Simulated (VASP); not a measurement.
A run of VASP 6.6.1 is set up as follows.

Contents of INCAR:

```
SYSTEM = CsRh3
PREC     = Accurate       ! precision mode
ENCUT    = 620            ! plane-wave cutoff, eV
EDIFF    = 1E-7           ! SCF threshold, eV
ISMEAR   = 0              ! smearing method
SIGMA    = 0.1            ! smearing width, eV
LREAL    = .False.        ! projectors in reciprocal space
LASPH    = .True.         ! aspherical terms in the spheres
NELM     = 120            ! most SCF steps
ALGO     = Normal         ! electronic algorithm
ISIF     = 3              ! what is computed and relaxed
LWAVE    = .False.        ! write WAVECAR
LCHARG   = .False.        ! write CHGCAR
GGA      = PE             ! functional
IBRION   = 2              ! ionic algorithm
NSW      = 90             ! ionic steps
EDIFFG   = -0.04          ! ionic threshold
GGA_COMPAT= .False.      
NELMIN   = 4
```

File KPOINTS:

```
Automatic mesh
0
Gamma
  4 4 4
  0 0 0
```

File POSCAR:

```
CsRh3
1.0
    4.3454268198      0.0000000000      0.0000000000
    0.0000000000      4.3454268198      0.0000000000
    0.0000000000      0.0000000000      4.3454268198
Cs Rh
1 3
Direct
    0.0000000000      0.0000000000      0.0000000000
    0.0000000000      0.5000000000      0.5000000000
    0.5000000000      0.0000000000      0.5000000000
    0.5000000000      0.5000000000      0.0000000000
```

Potentials or basis: VASP PAW PBE potentials, release 64 (Cs_sv, Rh_sv_GW).

The run is started by

```sh
$ cat potpaw_PBE.64/Cs_sv/POTCAR potpaw_PBE.64/Rh_sv_GW/POTCAR > POTCAR
$ mpirun -np 1 vasp_std > vasp.out
```

**Question.** What does it give for the space group after relaxing (to 0.1 Å)?

**Answer.** Pm-3m (No. 221).

**Question.** What does it give for the relaxed cell?

**Answer.** a = 4.197 Å, b = 4.197 Å, c = 4.197 Å, α = 90.00°, β = 90.00°, γ = 90.00°.

The path:
```
step  energy change (eV)  largest force (eV/Å)  pressure (GPa)  volume (Å³)
   1              0.0000                0.0000           -7.76        82.05
   2             -0.1769                0.0000            4.62        70.81
   3             -0.2196                0.0000           -0.02        73.91
```

Caveat: the k points lie up to 0.37 Å⁻¹ apart in the final cell, too coarse for converged energies and pressures of a metal.
